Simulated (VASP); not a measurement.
ZnO, 4 atoms in the cell. The structure is hexagonal, space group P6_3mc (No. 186). Conventional cell: a = 3.168 Å, b = 3.168 Å, c = 5.074 Å, α = 90.00°, β = 90.00°, γ = 120.00°. Zn (site symmetry 3m) has 4 O at 1.92 to 1.94 Å within 2.6 Å. O (site symmetry 3m) has 4 Zn at 1.92 to 1.94 Å within 2.6 Å.  This cell differs from its parent crystal: strain -0.025 along x and y, -0.025 along z.

```yaml
Program: VASP 6.6.1
Task: single point
Functional: PBEsol
Potentials_or_basis: VASP PAW PBE potentials, release 64 (Zn, O_h)
Cutoff: 910 eV
k_mesh: 9 × 9 × 6
Occupations: gaussian, width 0.05 eV
Spin: no spin polarisation
Dipole_correction: no
Second_run: hard_potentials
Further_INCAR_settings: ALGO = Normal; EDIFF = 1e-06; NBANDS = 26
```

Potentials or basis: VASP PAW PBE potentials, release 64 (Zn, O_h).

Launch:

```bash
$ cat potpaw_PBE.64/Zn/POTCAR potpaw_PBE.64/O_h/POTCAR > POTCAR
$ mpirun -np 1 vasp_std > vasp.out
```

Hardware: 1 thread of Intel(R) Xeon(R) 6975P-C (Granite Rapids), with other jobs on the host.

How long does it take, and how much memory?

Wall time 41 s on 1 thread of Intel(R) Xeon(R) 6975P-C (Granite Rapids) (shared host), peak memory 0.27 GiB. Counts: scf iterations 15, k points 48.
